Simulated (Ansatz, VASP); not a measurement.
V in VASP and in Ansatz

```
CELL_PARAMETERS angstrom
-1.49918 1.49918 1.49918
1.49918 -1.49918 1.49918
1.49918 1.49918 -1.49918
ATOMIC_POSITIONS crystal
V 0.00000 0.00000 0.00000
```

Alike in both runs: task single point; functional PBE; k mesh 15 × 15 × 15; occupations gaussian, width 0.6 eV; no spin polarisation.

|  | VASP | Ansatz |
| --- | --- | --- |
| version | VASP 6.6.1 | Ansatz 0.2.0 |
| potentials or method | VASP PAW PBE potentials, release 64 (V_sv), cutoff 520 eV | plane waves (420 eV) with PAW, scalar-relativistic |
| valence electrons in the cell | 13 | 13 |

Ansatz gave:

| Property | Result |
| --- | --- |
| pressure (GPa) | 1.5 |

Task: Estimate VASP's values.

Result: Pressure (GPa): 1.7.

The functional is the same, so the differences come from potentials, cutoffs and numerics.
